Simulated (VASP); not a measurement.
A run of VASP 6.6.1 is set up as follows.

The input INCAR:

```
SYSTEM = AlB2As3
PREC = Accurate ; ENCUT = 520
EDIFF = 1E-6 ; ISMEAR = 0
SIGMA = 0.1 ; LREAL = .FALSE.
LASPH = .TRUE. ; NELM = 100
ALGO = Normal ; ISIF = 2
LWAVE = .FALSE. ; LCHARG = .FALSE.
GGA = PE ; NBANDS = 36
```

File KPOINTS:

```
Automatic mesh
0
G
  6 6 1
  0 0 0
```

File POSCAR:

```
AlB2As3
1.0
    3.6364835000      0.0000000000      0.0000000000
   -1.8182417500      3.1492870900      0.0000000000
    0.0000000000      0.0000000000     17.9293284500
Al B As
2 4 6
Direct
    0.3333333300      0.6666666700      0.6668943300
    0.6666666700      0.3333333300      0.8335610000
    0.3333333300      0.6666666700      0.0002276700
    0.3333333300      0.6666666700      0.3335610000
    0.6666666700      0.3333333300      0.1668943300
    0.6666666700      0.3333333300      0.5002276700
    0.3333333300      0.6666666700      0.1251056700
    0.3333333300      0.6666666700      0.4584390000
    0.3333333300      0.6666666700      0.7917723400
    0.6666666700      0.3333333300      0.2917723400
    0.6666666700      0.3333333300      0.6251056700
    0.6666666700      0.3333333300      0.9584390000
```

Potentials or basis: VASP PAW PBE potentials, release 64 (Al, B, As).

The run is started by

```console
$ cat potpaw_PBE.64/Al/POTCAR potpaw_PBE.64/B/POTCAR potpaw_PBE.64/As/POTCAR > POTCAR
$ mpirun -np 1 vasp_std > vasp.out
```

Question: What does it give for the largest force?

Answer: 3.821 eV/Å.

Question: Estimate the band gap on the k mesh.

Answer: 0.85 eV (least direct gap 1.23 eV).

Question: What does it give for the pressure?

Answer: 2.7 GPa.

Forces on the atoms (eV/Å):
```
Al   0.000  0.000 -0.265
Al   0.000  0.000 -0.071
B    0.000  0.000  0.376
B    0.000  0.000 -0.066
B    0.000  0.000 -0.062
B    0.000  0.000 -0.187
As   0.000  0.000  0.069
As   0.000  0.000 -0.015
As   0.000  0.000 -0.022
As   0.000  0.000  0.060
As   0.000  0.000 -3.638
As   0.000  0.000  3.821
```

Caveat: forces of over 1 eV/Å act on the atoms, so gaps and moduli don't describe the material at rest. A k mesh can miss the band edges.
